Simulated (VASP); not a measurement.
Wanted: the native input for a VASP 6.6.1 run.

| Item | Value |
| --- | --- |
| Task | single point |
| Functional | PBE |
| Potentials or basis | VASP PAW PBE potentials, release 64 (Cd, Se) |
| Cutoff | 520 eV |
| k mesh | 2 × 4 × 4 |
| Occupations | gaussian, width 0.1 eV |
| Spin | no spin polarisation |
| Dipole correction | no |
| Further INCAR settings | ALGO = Normal; EDIFF = 1e-06; NBANDS = 46 |

The structure of CdSe lies in POSCAR:

```
CdSe
1.0
    8.1647019000      0.0000000000      0.0000000000
    0.0000000000      4.5070220000      0.0000000000
    0.0000000000      0.0000000000      7.4791059000
Cd Se
4 4
Direct
    0.8407570000      0.7500000000      0.3990120000
    0.6592430000      0.2500000000      0.8990120000
    0.3407570000      0.7500000000      0.1009880000
    0.1592430000      0.2500000000      0.6009880000
    0.8223160000      0.2500000000      0.5959510000
    0.6776840000      0.7500000000      0.0959510000
    0.3223160000      0.2500000000      0.9040490000
    0.1776840000      0.7500000000      0.4040490000
```

The input as run:

INCAR

```
PREC = Accurate ; ENCUT = 520
EDIFF = 1E-6 ; ISMEAR = 0
SIGMA = 0.1 ; LREAL = False
LASPH = True ; NELM = 80
ALGO = Normal ; ISIF = 2
LWAVE = False ; LCHARG = False
GGA = PE ; NBANDS = 46
```

KPOINTS

```
Automatic mesh
0
Gamma
  2 4 4
```

Potentials or basis: VASP PAW PBE potentials, release 64 (Cd, Se).

Launch:

```console
$ cat potpaw_PBE.64/Cd/POTCAR potpaw_PBE.64/Se/POTCAR > POTCAR
$ mpirun -np 1 vasp_std > vasp.out
```

It gave:

The pressure is 0.2 GPa, the largest force is 0.006 eV/Å and the band gap on the k mesh is 0.74 eV, direct.

It took 5.3 min on 1 thread of Intel Xeon 8259CL, with other jobs on the host, peak memory 0.42 GiB.
